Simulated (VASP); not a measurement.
# Al (I4/mmm) in VASP: a series of runs, part 2 of 2

VASP 6.6.1.

## Step 6: Single point, PBEsol (strain +0.0600 x Voigt [0, 0, 1, 0, 0, 0])

INCAR reads:

```
SYSTEM = Al
ALGO     = Normal         ! electronic algorithm
EDIFF    = 1E-7           ! SCF threshold, eV
ENCUT    = 520            ! plane-wave cutoff, eV
GGA      = PS             ! functional
ISIF     = 2              ! what is computed and relaxed
ISMEAR   = 0              ! smearing method
LASPH    = .TRUE.         ! aspherical terms in the spheres
LCHARG   = .FALSE.        ! write CHGCAR
LREAL    = .FALSE.        ! projectors in reciprocal space
LWAVE    = .FALSE.        ! write WAVECAR
NBANDS   = 8              ! bands
NELM     = 80             ! most SCF steps
PREC     = Accurate       ! precision mode
SIGMA    = 0.15           ! smearing width, eV
```

KPOINTS reads:

```
k-points
0
G
  20 20 20
  0 0 0
```

POSCAR reads:

```
Al
1.0
    0.0000000000      2.0239800000      2.1454188000
    2.0239800000      0.0000000000      2.1454188000
    2.0239800000      2.0239800000      0.0000000000
Al
1
Direct
    0.0000000000      0.0000000000      0.0000000000
```

Potentials or basis: VASP PAW PBE potentials, release 64 (Al).

Command:

```console
$ cat potpaw_PBE.64/Al/POTCAR > POTCAR
$ mpirun -np 1 vasp_std > vasp.out
```

OUTCAR:

```text
SYSTEM = Al
   EDIFF = 1E-7
   ENCUT = 520
   GGA = PS
   ISIF = 2
   ISMEAR = 0
   LASPH = .TRUE.
   LREAL = .FALSE.
   NELM = 80
   PREC = Accurate

 ion  position               nearest neighbor table
   1  0.000  0.000  0.000-

  LATTYP: Found a body centered tetragonal cell.
 ALAT       =     2.8623399660
 C/A-ratio  =     1.4990663761

  Lattice vectors:

 A1 = (  -2.0239800000,   0.0000000000,   2.1454188000)
 A2 = (   2.0239800000,   0.0000000000,   2.1454188000)
 A3 = (   0.0000000000,   2.0239800000,  -2.1454188000)

Analysis of symmetry for initial positions (statically):
=====================================================================
 Subroutine PRICEL returns:
 Original cell was already a primitive cell.

 Routine SETGRP: Setting up the symmetry group for a
 body centered tetragonal supercell.

 Subroutine GETGRP returns: Found 16 space group operations
 (whereof 16 operations were pure point group operations)
 out of a pool of 16 trial point group operations.

The static configuration has the point symmetry D_4h.

Analysis of symmetry for dynamics (positions and initial velocities):
=====================================================================
 Subroutine PRICEL returns:
 Original cell was already a primitive cell.

 Routine SETGRP: Setting up the symmetry group for a
 body centered tetragonal supercell.

 Subroutine GETGRP returns: Found 16 space group operations
 (whereof 16 operations were pure point group operations)
 out of a pool of 16 trial point group operations.

The dynamic configuration has the point symmetry D_4h.

 Subroutine INISYM returns: Found 16 space group operations
 (whereof 16 operations are pure point group operations),
 and found     1 'primitive' translations

----------------------------------------------------------------------------------------

                                     Primitive cell

  volume of cell :      17.5774

  direct lattice vectors                    reciprocal lattice vectors
     0.000000000  2.023980000  2.145418800    -0.247038014  0.247038014  0.233054730
     2.023980000  0.000000000  2.145418800     0.247038014 -0.247038014  0.233054730
     2.023980000  2.023980000  0.000000000     0.247038014  0.247038014 -0.233054730

  length of vectors
     2.949460437  2.949460437  2.862339966     0.419964365  0.419964365  0.419964365

  position of ions in fractional coordinates (direct lattice)
     0.000000000  0.000000000  0.000000000

  ion indices of the primitive-cell ions
   primitive index   ion index
                 1           1

----------------------------------------------------------------------------------------

 KPOINTS: k-points

Automatic generation of k-mesh.
 Grid dimensions read from file:
 generate k-points for:   20   20   20

 Generating k-lattice:

  Cartesian coordinates                     Fractional coordinates (reciprocal lattice)
    -0.012351901  0.012351901  0.011652737     0.050000000  0.000000000  0.000000000
     0.012351901 -0.012351901  0.011652737     0.000000000  0.050000000  0.000000000
     0.012351901  0.012351901 -0.011652737    -0.000000000 -0.000000000  0.050000000

  Length of vectors
     0.020998218  0.020998218  0.020998218

  Shift w.r.t. Gamma in fractional coordinates (k-lattice)
     0.000000000  0.000000000  0.000000000

 Subroutine IBZKPT returns following result:
 ===========================================

 Found    641 irreducible k-points:

 Following reciprocal coordinates:
            Coordinates               Weight
  0.000000  0.000000  0.000000      1.000000
  0.050000  0.000000  0.000000      8.000000
  0.100000  0.000000  0.000000      8.000000
  0.150000  0.000000  0.000000      8.000000
  0.200000  0.000000  0.000000      8.000000
  0.250000  0.000000  0.000000      8.000000
[... 16 lines left out ...]
 -0.400000  0.050000  0.000000      8.000000
 -0.350000  0.050000  0.000000      8.000000
 [... further k-points ...]
   k-points           NKPTS =    641   k-points in BZ     NKDIM =    641   number of bands    NBANDS=      8
   number of dos      NEDOS =    301   number of ions     NIONS =      1
   total plane-waves  NPLWV =  13824
   dimension x,y,z NGX =    24 NGY =   24 NGZ =   24
   dimension x,y,z NGXF=    48 NGYF=   48 NGZF=   48
   ions per type =               1
   NGX,Y,Z   is equivalent  to a cutoff of  13.53, 13.53, 13.94 a.u.
   NGXF,Y,Z  is equivalent  to a cutoff of  27.06, 27.06, 27.88 a.u.
 SYSTEM =  Al
   PREC   = accura    normal or accurate (medium, high low for compatibility)
   ISTART =      0    job   : 0-new  1-cont  2-samecut
   ICHARG =      2    charge: 1-file 2-atom 10-const
   ISPIN  =      1    spin polarized calculation?
   LNONCOLLINEAR =      F non collinear calculations
   LSORBIT =      F    spin-orbit coupling
   LASPH  =      T    aspherical Exc in radial PAW
   ENCUT  =  520.0 eV  38.22 Ry    6.18 a.u.   5.48  5.48  5.32*2*pi/ulx,y,z
   NELM   =     80;   NELMIN=  2; NELMDL= -5     # of ELM steps
   EDIFF  = 0.1E-06   stopping-criterion for ELM
   LREAL  =      F    real-space projection
   EDIFFG = 0.1E-05   stopping-criterion for IOM
   NSW    =      0    number of steps for IOM
   IBRION =     -1    ionic relax: 0-MD 1-quasi-New 2-CG
   NFREE  =      0    steps in history (QN), initial steepest desc. (CG)
   ISIF   =      2    stress and relaxation
   ISYM   =      2    0-nonsym 1-usesym 2-fastsym
   POTIM  = 0.5000    time-step for ionic-motion
   TEBEG  =    0.0;   TEEND  =   0.0 temperature during run
   PSTRESS=    0.0 pullay stress
   NELECT =       3.0000    total number of electrons
   NUPDOWN=      -1.0000    fix difference up-down
   EMIN   =  10.00;   EMAX   =-10.00  energy-range for DOS
   EFERMI =   0.00;   METHOD = LEGACY
   ISMEAR =     0;   SIGMA  =   0.15  broadening in eV -4-tet -1-fermi 0-gaus
   EFERMI_NEDOS =   21; number of points for ismear=-14 and -15
   IALGO  =     38    algorithm
   IMIX   =      4    mixing-type and parameters
     AMIX     =   0.40;   BMIX     =  1.00
     AMIX_MAG =   1.60;   BMIX_MAG =  1.00
  volume/ion in A,a.u.               =      17.58       118.62
  Fermi-wavevector in a.u.,A,eV,Ry     =   0.908093  1.716047 11.219816  0.824633
  Thomas-Fermi vector in A             =   2.031978
   LORBIT       =      0    0 simple, 1 ext, 2 COOP (PROOUT), +10 PAW based schemes
   GGA     = PS    functional components
   LHFCALC =     F    Hartree Fock is set to
   AEXX    =    0.0000 exact exchange contribution
   IVDW    =     0    specifies the selected vdW correction
   LEPSILON=     F    determine dielectric tensor
   LRPA    =     F    only Hartree local field effects (RPA)
 non-spin polarized calculation
 Gauss-broadening in eV      SIGMA  =   0.15
  energy-cutoff  :      520.00
  volume of cell :       17.58
 maximum number of plane-waves:       494
 NGX is ok and might be reduce to    24
   NGX = 11   NGY = 11   NGZ = 11

 number of electron       3.0000000 magnetization

 Free energy of the ion-electron system (eV)
  ---------------------------------------------------
  ext. energy  EPLUGINS =         0.00000000
  ---------------------------------------------------
  free energy    TOTEN  =        -4.06327026 eV

  energy without entropy =       -4.05846536  energy(sigma->0) =       -4.06086781

 E-fermi :   7.2994     XC(G=0): -10.0286

 val. band max:        7.2992410607   @ k =  -0.3000   0.1000   0.0500
 cond. band min:       7.3017341558   @ k =  -0.4000   0.3500   0.0500
 fundamental gap:      0.0024930951
 Fermi energy:         7.2993779084

 k-point     1 :       0.0000    0.0000    0.0000
  band No.  band energies     occupation
      1      -3.3935      2.00000
      2      19.1852      0.00000
      3      19.8075      0.00000
      4      19.8075      0.00000
      5      20.5578      0.00000
      6      20.5578      0.00000
      7      20.6874      0.00000
      8      23.3870      0.00000
[... 243 lines left out ...]
 k-point    24 :      -0.3500    0.0500    0.0000
  band No.  band energies     occupation
      1       0.1775      2.00000
      2       6.7132      2.00000
      3      15.4841      0.00000
      4      19.0788      0.00000
      5      19.6238      0.00000
      6      19.8316      0.00000
      7      21.9161      0.00000
      8      23.5415      0.00000

 [... further k-points ...]

------------------------ aborting loop because EDIFF is reached ----------------------------------------

  FORCE on cell =-STRESS in cart. coord.  units (eV):
  Direction    XX          YY          ZZ          XY          YZ          ZX
  --------------------------------------------------------------------------------------
  -------------------------------------------------------------------------------------
  Total       -0.5136695     -0.5136695     -0.7615459      0.0000000      0.0000000     -0.0000000
  in kB      -46.8209101    -46.8209101    -69.4148102      0.0000000      0.0000000     -0.0000000
  external PRESSURE =     -54.3522101 kB  Pullay stress =       0.0000000 kB

 VOLUME and BASIS-vectors are now :
 -----------------------------------------------------------------------------
  energy-cutoff  :      520.00
  volume of cell :       17.58
      direct lattice vectors                 reciprocal lattice vectors
     0.000000000  2.023980000  2.145418800    -0.247038014  0.247038014  0.233054730
     2.023980000  0.000000000  2.145418800     0.247038014 -0.247038014  0.233054730
     2.023980000  2.023980000  0.000000000     0.247038014  0.247038014 -0.233054730

 POSITION                                       TOTAL-FORCE (eV/Angst)
 -----------------------------------------------------------------------------------
      0.00000      0.00000      0.00000         0.000000      0.000000      0.000000
 -----------------------------------------------------------------------------------
    total drift:                               -0.000000      0.000000      0.000000

  FREE ENERGIE OF THE ION-ELECTRON SYSTEM (eV)
  ---------------------------------------------------
  free  energy   TOTEN  =        -4.0632702583 eV

  energy  without entropy=       -4.0584653598  energy(sigma->0) =       -4.06086781
```

Run time: 35 s. Hardware: 1 thread of Intel Xeon 6975P-C, shared host; peak memory 0.19 GiB.

Results:

```yaml
Free_energy: -4.0633 eV
Pressure: -5.4 GPa
```

Caveat: the cell differs from its parent crystal (strain +0.0600 x Voigt [0, 0, 1, 0, 0, 0]); the PAW data sets were made with another functional, which shifts forces and pressure a little.

## Step 7: The runs side by side

| cell | gap on the mesh (eV) | pressure (GPa) |
| --- | --- | --- |
| a = 2.884, b = 2.884, c = 2.862 Å, angles 60.2, 60.2, 59.5°, 1 atom | none | -2.9 |
| a = 2.906, b = 2.906, c = 2.862 Å, angles 60.5, 60.5, 59.0°, 1 atom | none | -3.9 |
| a = 2.927, b = 2.927, c = 2.862 Å, angles 60.7, 60.7, 58.5°, 1 atom | none | -4.7 |
| a = 2.938, b = 2.938, c = 2.862 Å, angles 60.9, 60.9, 58.3°, 1 atom | none | -5.1 |
| a = 2.949, b = 2.949, c = 2.862 Å, angles 61.0, 61.0, 58.1°, 1 atom | none | -5.4 |

Alike in all rows: task single point; level PBEsol; potentials or basis VASP PAW PBE potentials, release 64 (Al); no spin polarisation; k mesh 20 × 20 × 20; cutoff (eV) 520; smearing gaussian 0.15 eV.

Caveats: the PAW data sets were made with another functional, which shifts forces and pressure a little.

Total energies depend on the potentials used, so only differences within one code and one set of settings carry meaning.
